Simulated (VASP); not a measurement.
A run of VASP 6.6.1:

Contents of POSCAR:

```
BC7
1.0
    2.5358200000      0.0000000000      0.0000000000
   -1.2679100000      2.1960800000      0.0000000000
    0.0000000000      0.0000000000      8.5222700000
B C
1 7
Direct
    0.0000000000      0.0000000000      0.3228700000
    0.0000000000      0.0000000000      0.5121800000
    0.3333333333      0.6666666667      0.0000200000
    0.3333333333      0.6666666667      0.8162800000
    0.6666666667      0.3333333333      0.7549600000
    0.6666666667      0.3333333333      0.5735300000
    0.6666666667      0.3333333333      0.0635500000
    0.6666666667      0.3333333333      0.2390900000
```

Contents of INCAR.step1:

```
ALGO = Normal
EDIFF = 1E-4
ENCUT = 520
GGA = PE
ISMEAR = 1
ISYM = 0
LASPH = True
LCHARG = False
LREAL = False
LWAVE = True
NBANDS = 26
NELM = 100
PREC = Accurate
SIGMA = 0.2
```

Contents of INCAR.step2:

```
ALGO = Normal
EDIFF = 1E-6
ENCUT = 520
ISIF = 2
ISMEAR = 1
ISTART = 1
ISYM = 0
IVDW = 13
LASPH = True
LCHARG = False
LMIXTAU = True
LREAL = False
LWAVE = False
METAGGA = R2SCAN
NBANDS = 26
NELM = 100
PREC = Accurate
SIGMA = 0.2
VDW_A1 = 0.51559235
VDW_A2 = 5.77342911
VDW_S6 = 1.0
VDW_S8 = 0.6018749
```

Contents of KPOINTS:

```
Automatic mesh
0
Gamma
  10 10 3
  0.5 0.5 0.5
```

Potentials or basis: VASP PAW PBE potentials, release 64 (B, C).

Launch:

```bash
$ cat potpaw_PBE.64/B/POTCAR potpaw_PBE.64/C/POTCAR > POTCAR
$ cp INCAR.step1 INCAR
$ mpirun -np 1 vasp_std > vasp.out
$ cp INCAR.step2 INCAR
$ mpirun -np 1 vasp_std > vasp.out
```

Hardware: 1 thread of AMD EPYC 7R43 64-Core Processor (Zen 3), with other jobs on the host.

Task: Estimate the wall time of this run.

Result: Wall time 42 min on 1 thread of AMD EPYC 7R43 64-Core Processor (Zen 3), on a shared host, peak memory 0.44 GiB. Counts: k points 450.
